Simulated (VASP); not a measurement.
# AlN: single point with PBE+D3(BJ)

AlN, a slab with vacuum:

```
Al N
1.0
     6.21883    0.00000    0.00000
     0.00000    4.97878    0.00000
     0.00000    0.00000   22.28328
Al N
12 12
Direct
  0.50000 0.99844 0.35901
  0.00000 0.99844 0.35901
  0.75000 0.49844 0.39930
  0.25000 0.49844 0.39930
  0.75000 0.99844 0.47986
  0.25000 0.99844 0.47986
  0.00000 0.49651 0.51797
  0.50000 0.49651 0.51797
  0.00000 0.00439 0.60370
  0.50000 0.00439 0.60370
  0.25000 0.47274 0.62925
  0.75000 0.47274 0.62925
  0.50000 0.61656 0.35901
  0.00000 0.61656 0.35901
  0.75000 0.11656 0.39930
  0.25000 0.11656 0.39930
  0.75000 0.61656 0.47986
  0.25000 0.61656 0.47986
  0.00000 0.11624 0.51897
  0.50000 0.11624 0.51897
  0.00000 0.62268 0.60077
  0.50000 0.62268 0.60077
  0.25000 0.11995 0.63886
  0.75000 0.11995 0.63886
```

- Program: VASP 6.6.1
- Task: single point
- Functional: PBE
- Dispersion: D3(BJ)
- Potentials or basis: VASP PAW PBE potentials, release 64 (Al, N)
- Cutoff: 520 eV
- k mesh: 3 × 3 × 1
- Occupations: gaussian, width 0.05 eV
- Spin: no spin polarisation

* Largest force: 2.614 eV/Å
* Band gap on the k mesh: 1.53 eV
* Dispersion energy per atom: -0.201 eV

Forces on the atoms (eV/Å):
```
Al   0.000 -1.805  1.891
Al   0.000 -1.805  1.891
Al   0.000  1.003 -1.724
Al   0.000  1.003 -1.724
Al   0.000 -0.327  0.355
Al   0.000 -0.327  0.355
Al   0.000  0.003  0.008
Al   0.000  0.003  0.008
Al   0.000 -0.012 -0.003
Al   0.000 -0.012 -0.003
Al   0.000  0.015 -0.013
Al   0.000  0.015 -0.013
N    0.000  0.792  0.357
N    0.000  0.792  0.357
N    0.000  0.335 -1.306
N    0.000  0.335 -1.306
N    0.000 -0.001  0.447
N    0.000 -0.001  0.447
N    0.000  0.000  0.000
N    0.000  0.000  0.000
N    0.000  0.010 -0.003
N    0.000  0.010 -0.003
N    0.000 -0.013 -0.008
N    0.000 -0.013 -0.008
```

Levels at points of the mesh, in eV from the valence-band top:
```csv
k point,band 44,band 45,band 46,band 47,band 48,band 49,band 50,band 51,band 52,band 53
"(0.00, 0.00, 0.00)",-0.46,-0.44,-0.26,-0.13,0.00,1.53,2.70,2.98,3.92,4.77
```

Run time: 9.1 min on 1 thread of AMD EPYC 7R13 Processor (Zen 3), with other jobs on the host, peak memory 0.64 GiB.

Caveat: the k points lie up to 0.42 Å⁻¹ apart.
